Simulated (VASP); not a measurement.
# LiH (P4/mmm) in VASP: notebook

Runs on LiH. Level: PBE. Tasks: relaxation of cell and atoms, single point.

All numbers are computed with VASP 6.6.1; they aren't measurements. Logs are shortened: lines on timing, memory, paths and dates and some standing lists are left out, and cuts for length are marked.

### Step 1. The cell of the first run

It takes space group P4/mmm (No. 123, tetragonal). Conventional cell: a = 2.538 Å, b = 2.538 Å, c = 3.407 Å, α = 90.00°, β = 90.00°, γ = 90.00°. Li (site symmetry 4/mmm) has 4 H at 1.79 Å within 2.4 Å. H (site symmetry 4/mmm) has 4 Li at 1.79 Å within 2.4 Å.

The cell was built from a structure type or drawn by symmetry, and may not be a known phase.

### Step 2. Relaxation of cell and atoms, PBE

INCAR reads:

```
PREC = Accurate
ENCUT = 600
EDIFF = 1E-6
ISMEAR = 0
SIGMA = 0.1
LREAL = False
LASPH = True
NELM = 80
ALGO = Normal
ISIF = 3
LWAVE = False
LCHARG = False
GGA = PE
IBRION = 2
NSW = 90
EDIFFG = -0.04
```

KPOINTS reads:

```
regular mesh
0
Gamma
  6 6 6
```

POSCAR reads:

```
LiH
1.0
    2.5376179000      0.0000000000      0.0000000000
    0.0000000000      2.5376179000      0.0000000000
    0.0000000000      0.0000000000      3.4070673600
Li H
1 1
Direct
    0.0000000000      0.0000000000      0.0000000000
    0.5000000000      0.5000000000      0.0000000000
```

Potentials or basis: VASP PAW PBE potentials, release 64 (Li_sv, H).

Launch:

```bash
cat potpaw_PBE.64/Li_sv/POTCAR potpaw_PBE.64/H/POTCAR > POTCAR
mpirun -np 1 vasp_std > vasp.out
```

OUTCAR:

```text
PREC = Accurate
   ENCUT = 600
   EDIFF = 1E-6
   ISMEAR = 0
   LREAL = False
   LASPH = True
   NELM = 80
   ISIF = 3
   GGA = PE
   IBRION = 2
   NSW = 90
   EDIFFG = -0.04

 ion  position               nearest neighbor table
   1  0.000  0.000  0.000-
   2  0.500  0.500  0.000-

  LATTYP: Found a simple tetragonal cell.
 ALAT       =     2.5376179000
 C/A-ratio  =     1.3426242619

  Lattice vectors:

 A1 = (   2.5376179000,   0.0000000000,   0.0000000000)
 A2 = (   0.0000000000,   2.5376179000,   0.0000000000)
 A3 = (   0.0000000000,   0.0000000000,   3.4070673600)

Analysis of symmetry for initial positions (statically):
=====================================================================
 Subroutine PRICEL returns:
 Original cell was already a primitive cell.

 Routine SETGRP: Setting up the symmetry group for a
 simple tetragonal supercell.

 Subroutine GETGRP returns: Found 16 space group operations
 (whereof 16 operations were pure point group operations)
 out of a pool of 16 trial point group operations.

The static configuration has the point symmetry D_4h.

Analysis of symmetry for dynamics (positions and initial velocities):
=====================================================================
 Subroutine PRICEL returns:
 Original cell was already a primitive cell.

 Routine SETGRP: Setting up the symmetry group for a
 simple tetragonal supercell.

 Subroutine GETGRP returns: Found 16 space group operations
 (whereof 16 operations were pure point group operations)
 out of a pool of 16 trial point group operations.

The dynamic configuration has the point symmetry D_4h.

 Subroutine INISYM returns: Found 16 space group operations
 (whereof 16 operations are pure point group operations),
 and found     1 'primitive' translations

----------------------------------------------------------------------------------------

                                     Primitive cell

  volume of cell :      21.9398

  direct lattice vectors                    reciprocal lattice vectors
     2.537617900  0.000000000  0.000000000     0.394070360  0.000000000  0.000000000
     0.000000000  2.537617900  0.000000000     0.000000000  0.394070360  0.000000000
     0.000000000  0.000000000  3.407067360     0.000000000  0.000000000  0.293507552

  length of vectors
     2.537617900  2.537617900  3.407067360     0.394070360  0.394070360  0.293507552

[... 83 lines left out ...]
   NSW    =     90    number of steps for IOM
   IBRION =      2    ionic relax: 0-MD 1-quasi-New 2-CG
   NFREE  =      1    steps in history (QN), initial steepest desc. (CG)
   ISIF   =      3    stress and relaxation
   ISYM   =      2    0-nonsym 1-usesym 2-fastsym
   POTIM  = 0.5000    time-step for ionic-motion
   TEBEG  =    0.0;   TEEND  =   0.0 temperature during run
   PSTRESS=    0.0 pullay stress
   NELECT =       4.0000    total number of electrons
   NUPDOWN=      -1.0000    fix difference up-down
   EMIN   =  10.00;   EMAX   =-10.00  energy-range for DOS
   EFERMI =   0.00;   METHOD = LEGACY
   ISMEAR =     0;   SIGMA  =   0.10  broadening in eV -4-tet -1-fermi 0-gaus
   EFERMI_NEDOS =   21; number of points for ismear=-14 and -15
   IALGO  =     38    algorithm
   IMIX   =      4    mixing-type and parameters
     AMIX     =   0.40;   BMIX     =  1.00
     AMIX_MAG =   1.60;   BMIX_MAG =  1.00
  volume/ion in A,a.u.               =      10.97        74.03
  Fermi-wavevector in a.u.,A,eV,Ry     =   0.928290  1.754214 11.724449  0.861723
  Thomas-Fermi vector in A             =   2.054451
   LORBIT       =      0    0 simple, 1 ext, 2 COOP (PROOUT), +10 PAW based schemes
   GGA     = PE    functional components
   LHFCALC =     F    Hartree Fock is set to
   AEXX    =    0.0000 exact exchange contribution
   IVDW    =     0    specifies the selected vdW correction
   LEPSILON=     F    determine dielectric tensor
   LRPA    =     F    only Hartree local field effects (RPA)
 conjugate gradient relaxation of ions
 non-spin polarized calculation
 Gauss-broadening in eV      SIGMA  =   0.10
  energy-cutoff  :      600.00
  volume of cell :       21.94
 maximum number of plane-waves:       748
   NGX = 11   NGY = 11   NGZ = 13

--------------------------------------- Ionic step        1  -------------------------------------------

 number of electron       4.0000006 magnetization

 Free energy of the ion-electron system (eV)
  ---------------------------------------------------
  ext. energy  EPLUGINS =         0.00000000
  ---------------------------------------------------
  free energy    TOTEN  =        -5.71679167 eV

  energy without entropy =       -5.71553032  energy(sigma->0) =       -5.71616099

------------------------ aborting loop because EDIFF is reached ----------------------------------------

  FORCE on cell =-STRESS in cart. coord.  units (eV):
  Direction    XX          YY          ZZ          XY          YZ          ZX
  --------------------------------------------------------------------------------------
  -------------------------------------------------------------------------------------
  Total        0.8362792      0.8362792      0.0659516      0.0000000      0.0000000      0.0000000
  in kB       61.0701092     61.0701092      4.8161780      0.0000000      0.0000000      0.0000000
  external PRESSURE =      42.3187988 kB  Pullay stress =       0.0000000 kB
[... 23 lines left out ...]
--------------------------------------- Ionic step        2  -------------------------------------------

 number of electron       3.9999994 magnetization

 E-fermi :   0.1891     XC(G=0):  -6.9203

 val. band max:        0.1084430810   @ k =   0.5000   0.5000   0.3333
 cond. band min:       0.2429257665   @ k =   0.5000   0.5000   0.5000
 fundamental gap:      0.1344826856
 Fermi energy:         0.1890780774

 k-point     1 :       0.0000    0.0000    0.0000
  band No.  band energies     occupation
      1     -45.5210      2.00000
      2      -5.3534      2.00000
      3       6.4276      0.00000
      4       6.5607      0.00000
      5      14.0985      0.00000
      6      14.0985      0.00000
[... 422 lines left out ...]
--------------------------------------- Ionic step        8  -------------------------------------------

 number of electron       3.9999998 magnetization

 Free energy of the ion-electron system (eV)
  ---------------------------------------------------
  ext. energy  EPLUGINS =         0.00000000
  ---------------------------------------------------
  free energy    TOTEN  =        -5.76389321 eV

  energy without entropy =       -5.76325774  energy(sigma->0) =       -5.76357547

 E-fermi :  -0.2749     XC(G=0):  -6.5968

 val. band max:       -0.3576443489   @ k =   0.0000   0.0000   0.5000
 cond. band min:      -0.2490888175   @ k =   0.5000   0.5000   0.5000
 fundamental gap:      0.1085555314
 Fermi energy:        -0.2749017239

 k-point     1 :       0.0000    0.0000    0.0000
  band No.  band energies     occupation
      1     -45.9941      2.00000
      2      -5.3995      2.00000
      3       5.6555      0.00000
      4       5.7690      0.00000
      5      12.9603      0.00000
      6      12.9603      0.00000
[... 236 lines left out ...]
  FREE ENERGIE OF THE ION-ELECTRON SYSTEM (eV)
  ---------------------------------------------------
  free  energy   TOTEN  =        -5.7638932091 eV

  energy  without entropy=       -5.7632577351  energy(sigma->0) =       -5.76357547

 reached required accuracy - stopping structural energy minimisation
```

OSZICAR:

```text
N       E                     dE             d eps       ncg     rms          rms(c)
DAV:   1     0.735559740969E+00    0.73556E+00   -0.15168E+03   480   0.657E+02
DAV:   2    -0.622029177611E+01   -0.69559E+01   -0.64688E+01   684   0.773E+01
DAV:   3    -0.639978467515E+01   -0.17949E+00   -0.17949E+00   606   0.124E+01
[... 63 lines left out ...]
DAV:   2    -0.576469173137E+01    0.62789E-03   -0.20029E-02   600   0.124E+00    0.432E-01
DAV:   3    -0.576377465078E+01    0.91708E-03   -0.29204E-03   540   0.466E-01    0.471E-02
DAV:   4    -0.576388624964E+01   -0.11160E-03   -0.43554E-04   504   0.213E-01    0.194E-02
DAV:   5    -0.576389255231E+01   -0.63027E-05   -0.30364E-05   546   0.496E-02    0.699E-03
DAV:   6    -0.576389320911E+01   -0.65679E-06   -0.10461E-06   612   0.900E-03
   8 F= -.57638932E+01 E0= -.57635755E+01  d E =-.423042E-02
```

CONTCAR:

```text
LiH
   1.00000000000000
     2.6757146092023967    0.0000000000000000    0.0000000000000000
     0.0000000000000000    2.6757146092023967   -0.0000000000000000
     0.0000000000000000   -0.0000000000000000    3.5660715463138266
  Li              H
     1     1
Direct
     0.0000000000000000    0.0000000000000000    0.0000000000000000
     0.5000000000000000    0.5000000000000000    1.0000000000000000

  0.00000000E+00  0.00000000E+00  0.00000000E+00
  0.00000000E+00  0.00000000E+00  0.00000000E+00
```

It took 12 s on 1 thread of AMD EPYC 9R45 (Zen 5), shared host; peak memory 0.1 GiB.

What came out:

| Property | Result |
| --- | --- |
| Free energy | -5.7639 eV |
| Relaxed volume | 12.77 Å³/atom |
| Relaxed cell | a = 2.676 Å, b = 2.676 Å, c = 3.566 Å, α = 90.00°, β = 90.00°, γ = 90.00° |
| Space group after relaxing (to 0.1 Å) | P4/mmm (No. 123) |
| Energy gained by relaxing | 23.6 meV/atom |
| Ionic steps | 8 |
| Pressure after relaxing | 0.1 GPa |
| Band gap on the k mesh | zero (bands 2 and 3 overlap by 0.11 eV) |

Stress tensor (GPa, compression positive):
```
-0.04  0.00  0.00
 0.00 -0.04  0.00
 0.00  0.00  0.47
```

Step by step:
| step | energy change (eV) | largest force (eV/Å) | pressure (GPa) | volume (Å³) |
| --- | --- | --- | --- | --- |
| 1 | 0.0000 | 0.0000 | 4.23 | 21.94 |
| 2 | -0.0270 | 0.0000 | 2.61 | 22.87 |
| 3 | -0.0389 | 0.0000 | -0.70 | 25.26 |
| 4 | -0.0428 | 0.0000 | 0.16 | 24.49 |
| 5 | -0.0429 | 0.0000 | 0.28 | 24.41 |
| 6 | -0.0434 | 0.0000 | 0.25 | 24.52 |
| 7 | -0.0449 | 0.0000 | 0.21 | 24.86 |
| 8 | -0.0471 | 0.0000 | 0.13 | 25.53 |

Final structure:
```
Li H
1.0
     2.67571    0.00000    0.00000
     0.00000    2.67571    0.00000
     0.00000    0.00000    3.56607
Li H
1 1
Direct
  0.00000 0.00000 0.00000
  0.50000 0.50000 0.00000
```

Caveat: the k points lie up to 0.39 Å⁻¹ apart in the final cell; the cutoff is under 1.25 times the usual one of these potentials, so pressure, stress and relaxed cells hold a basis-set (Pulay) error; the volume moved by over 15 % at a fixed basis, so the end points are rough.

### Step 3. Single point, PBE

This run uses another cell than the first one, of 15.78 Å³/atom.

INCAR reads:

```
PREC = Accurate
ENCUT = 520
EDIFF = 1E-6
ISMEAR = 0
SIGMA = 0.02
LREAL = F
LASPH = T
NELM = 100
ALGO = Normal
ISIF = 2
LWAVE = F
LCHARG = F
GGA = PE
NBANDS = 9
```

KPOINTS reads:

```
regular mesh
0
Gamma
  14 14 8
```

POSCAR reads:

```
LiH
1.0
    2.6906164469      0.0000000000      0.0000000000
    0.0000000000      2.6906164469      0.0000000000
    0.0000000000      0.0000000000      4.3599841198
Li H
1 1
Direct
    0.0000000000      0.0000000000      0.0000000000
    0.5000000000      0.5000000000      0.0000000000
```

Potentials or basis: VASP PAW PBE potentials, release 64 (Li_sv, H).

Launch:

```bash
cat potpaw_PBE.64/Li_sv/POTCAR potpaw_PBE.64/H/POTCAR > POTCAR
mpirun -np 1 vasp_std > vasp.out
```

Run time: 14 s. Hardware: 1 thread of AMD EPYC 9R45 (Zen 5), shared host; peak memory 0.13 GiB.

Results (log left out):

- Free energy: -5.7755 eV
- Band gap on the k mesh: 0.32 eV (least direct gap 4.53 eV)

Levels at points of the mesh, in eV from the valence-band top:
```tsv
k point	band 1	band 2	band 3	band 4	band 5	band 6	band 7
(0.00, 0.00, 0.00)	-45.61	-4.64	3.76	4.38	13.49	13.49	16.65
(0.50, 0.00, 0.00)	-45.58	-3.14	3.89	8.29	9.08	9.59	12.19
(0.50, 0.50, 0.00)	-45.56	-0.11	4.70	4.70	10.63	12.11	14.00
(0.00, 0.00, 0.50)	-45.61	-4.21	0.32	11.32	13.25	13.74	13.74
(0.50, 0.00, 0.50)	-45.58	-2.96	5.22	5.33	5.78	14.81	17.39
(0.50, 0.50, 0.50)	-45.56	0.00	5.08	5.08	9.66	10.81	11.13
```

Caveat: the cutoff is under 1.25 times the usual one of these potentials, so pressure, stress and relaxed cells hold a basis-set (Pulay) error. A k mesh can miss the band edges.

### Step 4. Single point, PBE

This run uses another cell than the first one, of 15.78 Å³/atom.

INCAR reads:

```
SYSTEM = LiH
PREC = Accurate
ENCUT = 520
EDIFF = 1E-6
ISMEAR = 0
SIGMA = 0.01
LREAL = .FALSE.
LASPH = .TRUE.
NELM = 60
ALGO = Normal
ISIF = 2
LWAVE = .FALSE.
LCHARG = .FALSE.
GGA = PE
NBANDS = 9
```

KPOINTS reads:

```
regular mesh
0
G
  14 14 10
  0 0 0
```

POSCAR is that of step 3.

Potentials or basis: VASP PAW PBE potentials, release 64 (Li_sv, H).

Launch:

```bash
cat potpaw_PBE.64/Li_sv/POTCAR potpaw_PBE.64/H/POTCAR > POTCAR
mpirun -np 1 vasp_std > vasp.out
```

OUTCAR:

```text
SYSTEM = LiH
   PREC = Accurate
   ENCUT = 520
   EDIFF = 1E-6
   ISMEAR = 0
   LREAL = .FALSE.
   LASPH = .TRUE.
   NELM = 60
   ISIF = 2
   GGA = PE

 ion  position               nearest neighbor table
   1  0.000  0.000  0.000-
   2  0.500  0.500  0.000-

  LATTYP: Found a simple tetragonal cell.
 ALAT       =     2.6906164469
 C/A-ratio  =     1.6204405964

  Lattice vectors:

 A1 = (   2.6906164469,   0.0000000000,   0.0000000000)
 A2 = (   0.0000000000,   2.6906164469,   0.0000000000)
 A3 = (   0.0000000000,   0.0000000000,   4.3599841198)

Analysis of symmetry for initial positions (statically):
=====================================================================
 Subroutine PRICEL returns:
 Original cell was already a primitive cell.

 Routine SETGRP: Setting up the symmetry group for a
 simple tetragonal supercell.

 Subroutine GETGRP returns: Found 16 space group operations
 (whereof 16 operations were pure point group operations)
 out of a pool of 16 trial point group operations.

The static configuration has the point symmetry D_4h.

Analysis of symmetry for dynamics (positions and initial velocities):
[... 168 lines left out ...]
      1     -46.5155      2.00000
      2      -5.5452      2.00000
      3       2.8557      0.00000
      4       3.4700      0.00000
      5      12.5838      0.00000
      6      12.5838      0.00000
      7      15.7432      0.00000
      8      15.9438      0.00000
      9      21.0367      0.00000
[... 265 lines left out ...]
 k-point    24 :       0.3571    0.2143    0.0000
  band No.  band energies     occupation
      1     -46.4845      2.00000
      2      -3.7045      2.00000
      3       4.1516      0.00000
      4       6.3729      0.00000
      5       6.8599      0.00000
      6      10.4609      0.00000
      7      12.3377      0.00000
      8      12.6976      0.00000
      9      16.2648      0.00000

 [... further k-points ...]

------------------------ aborting loop because EDIFF is reached ----------------------------------------

  FORCE on cell =-STRESS in cart. coord.  units (eV):
  Direction    XX          YY          ZZ          XY          YZ          ZX
  --------------------------------------------------------------------------------------
  -------------------------------------------------------------------------------------
  Total       -0.0197113     -0.0197113     -0.0181461      0.0000000      0.0000000     -0.0000000
  in kB       -1.0005460     -1.0005460     -0.9210978      0.0000000      0.0000000     -0.0000000
  external PRESSURE =      -0.9740633 kB  Pullay stress =       0.0000000 kB

 VOLUME and BASIS-vectors are now :
 -----------------------------------------------------------------------------
  energy-cutoff  :      520.00
  volume of cell :       31.56
      direct lattice vectors                 reciprocal lattice vectors
     2.690616447  0.000000000  0.000000000     0.371662041  0.000000000  0.000000000
     0.000000000  2.690616447  0.000000000     0.000000000  0.371662041  0.000000000
     0.000000000  0.000000000  4.359984120     0.000000000  0.000000000  0.229358634

 POSITION                                       TOTAL-FORCE (eV/Angst)
 -----------------------------------------------------------------------------------
      0.00000      0.00000      0.00000         0.000000      0.000000      0.000000
      1.34531      1.34531      0.00000         0.000000      0.000000      0.000000
 -----------------------------------------------------------------------------------
    total drift:                               -0.000000      0.000000     -0.000000

  FREE ENERGIE OF THE ION-ELECTRON SYSTEM (eV)
  ---------------------------------------------------
  free  energy   TOTEN  =        -5.7754565904 eV

  energy  without entropy=       -5.7754565904  energy(sigma->0) =       -5.77545659
```

Run time: 16 s. Hardware: 1 thread of AMD EPYC 9R45 (Zen 5), shared host; peak memory 0.14 GiB.

Results:

- Free energy: -5.7755 eV
- Band gap on the k mesh: 0.32 eV (least direct gap 4.53 eV)

Caveat: the cutoff is under 1.25 times the usual one of these potentials, so pressure, stress and relaxed cells hold a basis-set (Pulay) error. A k mesh can miss the band edges.

### Step 5. Overview

| task | cell | k mesh | cutoff (eV) | smearing | gap on the mesh (eV) |
| --- | --- | --- | --- | --- | --- |
| relaxation of cell and atoms | relaxed from a = 2.538, b = 2.538, c = 3.407 Å, 2 atoms | 6 × 6 × 6 | 600 | gaussian 0.1 eV | none |
| single point | a = 2.691, b = 2.691, c = 4.360 Å, 2 atoms | 14 × 14 × 8 | 520 | gaussian 0.02 eV | 0.32 |
| single point | a = 2.691, b = 2.691, c = 4.360 Å, 2 atoms | 14 × 14 × 10 | 520 | gaussian 0.01 eV | 0.32 |

Alike in all rows: level PBE; potentials or basis VASP PAW PBE potentials, release 64 (Li_sv, H); no spin polarisation.

Caveats: some runs use coarse meshes; the cutoff is under 1.25 times the usual one of these potentials, so pressure, stress and relaxed cells hold a basis-set (Pulay) error; the volume moved by over 15 % at a fixed basis, so the end points are rough (at least some runs).

Total energies depend on the potentials used, so only differences within one code and one set of settings carry meaning.
